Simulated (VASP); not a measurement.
# Ta (I4/mmm) in VASP: notebook, part 2 of 2

VASP 6.6.1.

## 5. Single point, PBE (17.18 Å³/atom)

INCAR

```
ALGO = Normal ; EDIFF = 1E-6
ENCUT = 520 ; GGA = PE
ISIF = 2 ; ISMEAR = 0
LASPH = True ; LCHARG = False
LREAL = False ; LWAVE = False
NBANDS = 12 ; NELM = 100
PREC = Accurate ; SIGMA = 0.15
```

KPOINTS

```
k-points
0
Gamma
  20 20 20
```

POSCAR

```
Ta
1.0
   -1.5935267674      1.5935267674      1.6916880163
    1.5935267674     -1.5935267674      1.6916880163
    1.5935267674      1.5935267674     -1.6916880163
Ta
1
Direct
    0.0000000000      0.0000000000      0.0000000000
```

Potentials or basis: VASP PAW PBE potentials, release 64 (Ta_pv).

The run is started by

```console
$ cat potpaw_PBE.64/Ta_pv/POTCAR > POTCAR
$ mpirun -np 1 vasp_std > vasp.out
```

OUTCAR:

```text
EDIFF = 1E-6
   ENCUT = 520
   GGA = PE
   ISIF = 2
   ISMEAR = 0
   LASPH = True
   LREAL = False
   NELM = 100
   PREC = Accurate

 ion  position               nearest neighbor table
   1  0.000  0.000  0.000-

  LATTYP: Found a body centered tetragonal cell.
 ALAT       =     3.1870535348
 C/A-ratio  =     1.0616000000

  Lattice vectors:

 A1 = (  -1.5935267674,   1.5935267674,   1.6916880163)
 A2 = (   1.5935267674,  -1.5935267674,   1.6916880163)
 A3 = (   1.5935267674,   1.5935267674,  -1.6916880163)

Analysis of symmetry for initial positions (statically):
=====================================================================
 Subroutine PRICEL returns:
 Original cell was already a primitive cell.

 Routine SETGRP: Setting up the symmetry group for a
 body centered tetragonal supercell.

 Subroutine GETGRP returns: Found 16 space group operations
 (whereof 16 operations were pure point group operations)
 out of a pool of 16 trial point group operations.

The static configuration has the point symmetry D_4h.

Analysis of symmetry for dynamics (positions and initial velocities):
[... 162 lines left out ...]
 fundamental gap:      0.0057049047
 Fermi energy:         5.8859741228

 k-point     1 :       0.0000    0.0000    0.0000
  band No.  band energies     occupation
      1     -27.0113      2.00000
      2     -27.0016      2.00000
      3     -27.0016      2.00000
      4      -2.2196      2.00000
      5       6.3897      0.00000
      6       6.3897      0.00000
      7       7.1602      0.00000
      8       9.4804      0.00000
      9      10.5421      0.00000
     10      20.4257      0.00000
     11      20.7367      0.00000
     12      21.5179      0.00000
[... 331 lines left out ...]
 k-point    24 :      -0.3500    0.0500   -0.0000
  band No.  band energies     occupation
      1     -28.0344      2.00000
      2     -27.3086      2.00000
      3     -27.0244      2.00000
      4       1.0347      2.00000
      5       4.9902      2.00000
      6       5.7132      1.89661
      7       9.2419      0.00000
      8      10.7488      0.00000
      9      11.2027      0.00000
     10      20.0512      0.00000
     11      20.6924      0.00000
     12      21.0916      0.00000

 [... further k-points ...]
[... 5 lines left out ...]
  --------------------------------------------------------------------------------------
  -------------------------------------------------------------------------------------
  Total        1.7965166      1.7965166      0.9944620      0.0000000     -0.0000000      0.0000000
  in kB      167.5108092    167.5108092     92.7256286      0.0000000     -0.0000000      0.0000000
  external PRESSURE =     142.5824156 kB  Pullay stress =       0.0000000 kB

 VOLUME and BASIS-vectors are now :
 -----------------------------------------------------------------------------
  energy-cutoff  :      520.00
  volume of cell :       17.18
      direct lattice vectors                 reciprocal lattice vectors
    -1.593526767  1.593526767  1.691688016     0.000000000  0.313769439  0.295562772
     1.593526767 -1.593526767  1.691688016     0.313769439  0.000000000  0.295562772
     1.593526767  1.593526767 -1.691688016     0.313769439  0.313769439  0.000000000

 POSITION                                       TOTAL-FORCE (eV/Angst)
 -----------------------------------------------------------------------------------
      0.00000      0.00000      0.00000         0.000000     -0.000000      0.000000
 -----------------------------------------------------------------------------------
    total drift:                                0.000000      0.000000     -0.000000

  FREE ENERGIE OF THE ION-ELECTRON SYSTEM (eV)
  ---------------------------------------------------
  free  energy   TOTEN  =       -11.7569874036 eV

  energy  without entropy=      -11.7427112665  energy(sigma->0) =      -11.74984934
```

It took 2.6 min on 1 thread of Intel Xeon 8259CL, shared host; peak memory 0.25 GiB.

Results:

```
Free energy            : -11.7570 eV
Pressure               : 14.3 GPa
Band gap on the k mesh : zero (an odd number of electrons rules out a gap without spin polarisation)
```

Caveat: the stress differs along the axes, from 9 to 17 GPa; spin-orbit coupling is left out, which moves the levels of the heavy elements.

## 6. Single point, PBE (19.74 Å³/atom)

This run uses another cell than the first one, of 19.74 Å³/atom.

INCAR

```
SYSTEM = Ta
  PREC = Accurate
  ENCUT = 520
  EDIFF = 1E-6
  ISMEAR = 0
  SIGMA = 0.15
  LREAL = .False.
  LASPH = .True.
  NELM = 60
  ALGO = Fast
  ISIF = 2
  LWAVE = .False.
  LCHARG = .False.
  GGA = PE
  NBANDS = 12
```

KPOINTS

```
regular mesh
0
Gamma
  20 20 20
  0 0 0
```

POSCAR

```
Ta
1.0
   -1.7368704129      1.7368704129      1.6361319289
    1.7368704129     -1.7368704129      1.6361319289
    1.7368704129      1.7368704129     -1.6361319289
Ta
1
Direct
    0.0000000000      0.0000000000      0.0000000000
```

Potentials or basis: VASP PAW PBE potentials, release 64 (Ta_pv).

The run is started by

```console
$ cat potpaw_PBE.64/Ta_pv/POTCAR > POTCAR
$ mpirun -np 1 vasp_std > vasp.out
```

It took 1.7 min on 1 thread of Intel Xeon 8259CL, shared host; peak memory 0.26 GiB.

The run converged. Its results:

- Free energy: -11.7479 eV
- Pressure: -12.6 GPa
- Band gap on the k mesh: zero (an odd number of electrons rules out a gap without spin polarisation)

Stress tensor (GPa, compression positive):
```
-13.99   0.00   0.00
  0.00 -13.99   0.00
  0.00   0.00  -9.79
```

Levels at points of the mesh, in eV from the Fermi level:
```
           k point  band 3  band 4  band 5  band 6  band 7  band 8
(0.00, 0.00, 0.00)  -33.45   -7.57    0.27    0.97    0.97    3.15
(0.50, 0.00, 0.00)  -33.48   -3.98   -1.53    1.35    3.57    4.80
(0.50, 0.50, 0.00)  -33.44   -4.06   -0.81    0.95    2.89    4.12
(0.50, 0.50, 0.50)  -33.99   -3.38   -3.24    6.03    6.03    6.24
```

Caveat: the cell stands under tension; spin-orbit coupling is left out, which moves the levels of the heavy elements.

## 7. The runs side by side

| cell | gap on the mesh (eV) | pressure (GPa) |
| --- | --- | --- |
| a = 2.818 Å, angles 107.9, 107.9, 112.7°, 1 atom | none | 14.3 |
| a = 2.838 Å, angles 111.1, 111.1, 106.2°, 1 atom | none | 9.2 |
| a = 2.798 Å, angles 111.1, 111.1, 106.2°, 1 atom | none | 19.8 |
| a = 2.818 Å, angles 111.1, 111.1, 106.2°, 1 atom | none | 14.3 |
| a = 2.951 Å, angles 107.9, 107.9, 112.7°, 1 atom | none | -12.6 |

Alike in all rows: task single point; level PBE; potentials or basis VASP PAW PBE potentials, release 64 (Ta_pv); no spin polarisation; k mesh 20 × 20 × 20; cutoff (eV) 520; smearing gaussian 0.15 eV.

Caveats: spin-orbit coupling is left out, which moves the levels of the heavy elements; the stress differs along the axes, from 12 to 19 GPa (at least some runs); the stress differs along the axes, from 5 to 12 GPa (at least some runs); the stress differs along the axes, from 15 to 22 GPa (at least some runs); the stress differs along the axes, from 9 to 17 GPa (at least some runs); the cell stands under tension (at least some runs).

Absolute energies hang on the potentials; compare differences alone.
